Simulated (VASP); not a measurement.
A run of VASP 6.6.1 is set up as follows.

The input INCAR:

```
  PREC = Accurate
  ENCUT = 500
  EDIFF = 1E-6
  ISMEAR = -1
  SIGMA = 0.02
  LREAL = False
  LASPH = True
  NELM = 120
  ALGO = Normal
  ISIF = 2
  LWAVE = False
  LCHARG = False
  NBANDS = 50
  GGA_COMPAT = False
```

KPOINTS

```
Automatic mesh
0
Gamma
  4 6 6
```

POSCAR

```
SnSe
1.0
   11.3155677718      0.0000000000      0.0000000000
    0.0000000000      4.1152838495      0.0000000000
    0.0000000000      0.0000000000      4.3238629296
Sn Se
4 4
Direct
    0.1171547797      0.2500000000      0.0969324986
    0.3828452203      0.7500000000      0.5969324986
    0.6171547797      0.2500000000      0.4030675014
    0.8828452203      0.7500000000      0.9030675014
    0.3574956922      0.2500000000      0.0239867138
    0.1425043078      0.7500000000      0.5239867138
    0.8574956922      0.2500000000      0.4760132862
    0.6425043078      0.7500000000      0.9760132862
```

Potentials or basis: VASP PAW LDA potentials, release 64 (Sn_d, Se).

Command:

```console
$ cat potpaw_LDA.64/Sn_d/POTCAR potpaw_LDA.64/Se/POTCAR > POTCAR
$ mpirun -np 1 vasp_std > vasp.out
```

Question: What does it give for the largest force?

Answer: 0.033 eV/Å.

Question: Predict the band gap on the k mesh.

Answer: 0.38 eV (least direct gap 0.54 eV).

Forces in eV/Å, atoms in the order of the input:
```
Sn  -0.027  0.000 -0.019
Sn   0.027  0.000 -0.019
Sn  -0.027  0.000  0.019
Sn   0.027  0.000  0.019
Se   0.018  0.000  0.017
Se  -0.018  0.000  0.017
Se   0.018  0.000 -0.017
Se  -0.018  0.000 -0.017
```

Caveat: spin-orbit coupling is left out, which moves the levels of the heavy elements.

**The experiment to reproduce.**

“Linear dichroism of the optical properties of SnS and SnSe van der Waals crystals”, 2024, arxiv:2409.17412 reports, for a bulk crystal of SnSe at 20 K: band gap 0.99 eV (indirect).

Measured gap of SnSe: 0.99 eV (indirect; 20 K; “Linear dichroism of the optical properties of SnS and SnSe van der Waals crystals”, 2024, arxiv:2409.17412). This calculation gives 0.38 eV (-0.61 eV). 2 values of this kind are on record (0.89 to 0.99 eV); this one was drawn at random. Spin-orbit coupling on Se, Sn is left out. The value is that of LDA on a finite k mesh, which can miss the band edges, without temperature or zero-point motion. Semilocal functionals fall short of measured gaps as a rule.
